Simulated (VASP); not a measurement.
Runs of VASP 6.6.1 on Be. The structure is that of space group P6_3/mmc (No. 194), or close to it. The cells are those of the table. 

| task | level | spin | cell | k mesh | smearing | gap on the mesh (eV) | pressure (GPa) |
| --- | --- | --- | --- | --- | --- | --- | --- |
| single point | PBE | off | a = 2.265, b = 2.265, c = 3.574 Å, angles 90.0, 90.0, 120.0°, 2 atoms | 12 × 12 × 6 | gaussian 0.1 eV | none | -0.4 |
| single point | PBE | off | a = 2.147, b = 2.147, c = 3.388 Å, angles 90.0, 90.0, 120.0°, 2 atoms | 9 × 9 × 6 | tetrahedron | none | 25.4 |
| single point | PBE | off | a = 2.265, b = 2.265, c = 3.574 Å, angles 90.0, 90.0, 120.0°, 2 atoms | 7 × 9 × 1 | gaussian 0.1 eV | none | (a) |
| single point | PBE+D3(BJ) | off | a = 2.265, b = 2.265, c = 3.574 Å, angles 90.0, 90.0, 120.0°, 2 atoms | 3 × 3 × 2 | gaussian 0.1 eV | none | 1.9 |
| single point | PBE | off | a = 2.022, b = 2.022, c = 3.191 Å, angles 90.0, 90.0, 120.0°, 2 atoms | 12 × 12 × 6 | methfessel-paxton 0.136057 eV | none | 72.4 |
| electric field gradients | PBEsol | collinear, ferromagnetic start | a = 2.265, b = 2.265, c = 3.574 Å, angles 90.0, 90.0, 120.0°, 2 atoms | 3 × 3 × 1 | gaussian 0.067 eV | none | (b) |
| single point | PBE | off | a = 2.265, b = 2.265, c = 3.574 Å, angles 90.0, 90.0, 120.0°, 2 atoms | 12 × 12 × 6 | fermi-dirac 0.1 eV | none | -0.4 |

Alike in all rows: potentials or basis VASP PAW PBE potentials, release 64 (Be); cutoff (eV) 520.

**Question.** Fill in the values left out.

**Answer.** (a) 14.2; (b) 22.5.

Caveats: some runs use coarse meshes; three body term missing (some runs); pairwise dispersion overbinds metals, which lowers pressure and volume (some runs); the PAW data sets were made with another functional, which shifts forces and pressure a little (some runs).

A gap of «none» marks levels without a gap at the run's occupations.
